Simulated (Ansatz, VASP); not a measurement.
Two plane-wave programs on BaTiO3

```
CELL_PARAMETERS angstrom
3.98410 0.00000 0.00000
0.00000 2.83705 2.93117
0.00000 -2.83705 2.93117
ATOMIC_POSITIONS crystal
Ba 0.00000 0.01097 0.01097
Ti 0.50000 0.52658 0.52658
O 0.00000 0.48852 0.48852
O 0.50000 0.49121 0.97894
O 0.50000 0.97894 0.49121
```

Change from the starting cell: z stretched by +3 %, ions relaxed.

Alike in both runs: functional PBE; k mesh 8 × 8 × 8; occupations fermi-dirac, width 0.02 eV; no spin polarisation.

Ansatz relaxed the structure, and its values are those at the end. VASP's run is a single point on that final structure, the one shown.

|  | VASP | Ansatz |
| --- | --- | --- |
| version | VASP 6.6.1 | Ansatz 0.2.0 |
| potentials or method | VASP PAW PBE potentials, release 64 (Ba_sv, Ti_sv, O_h) | plane-wave PAW, scalar-relativistic |
| plane-wave cutoff (eV) | 1340 | 420 |
| valence electrons in the cell | 40 | 40 |

Ansatz gave:

* gap on the k mesh at the Fermi level (eV): 2.33
* pressure (GPa): 1.1
* rms of the force components (eV/Å): 0.001

Q: What did VASP give for the same quantities?

A: gap on the k mesh at the Fermi level (eV): 2.29; pressure (GPa): 2.5; rms of the force components (eV/Å): 0.024.

Ansatz's warnings: stress scf threshold loose.

Neither program's run includes spin-orbit coupling.
